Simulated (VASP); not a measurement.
Runs of VASP 6.6.1 on GaN. The structure is that of space group P6_3mc (No. 186), or close to it. The cells are those of the table. 

| cell | gap on the mesh (eV) | pressure (GPa) |
| --- | --- | --- |
| a = 3.132, b = 3.132, c = 5.106 Å, angles 90.0, 90.0, 120.0°, 4 atoms | (a) | 5.2 |
| a = 3.105, b = 3.105, c = 5.063 Å, angles 90.0, 90.0, 120.0°, 4 atoms | 2.45 | (b) |
| a = 3.118, b = 3.118, c = 5.084 Å, angles 90.0, 90.0, 120.0°, 4 atoms | 2.36 | 8.2 |
| a = 3.142, b = 3.142, c = 5.122 Å, angles 90.0, 90.0, 120.0°, 4 atoms | 2.21 | (c) |

Alike in all rows: task single point; level LDA; potentials or basis VASP PAW LDA potentials, release 64 (Ga_d, N_h); no spin polarisation; k mesh 8 × 8 × 4; cutoff (eV) 1330; smearing gaussian 0.01 eV.

Estimate the missing entries.

(a) 2.27; (b) 11.2; (c) 3.2.

Caveats: the cell stands under pressure.

A k mesh can miss the band edges, and the runs leave out spin-orbit coupling on Ga.
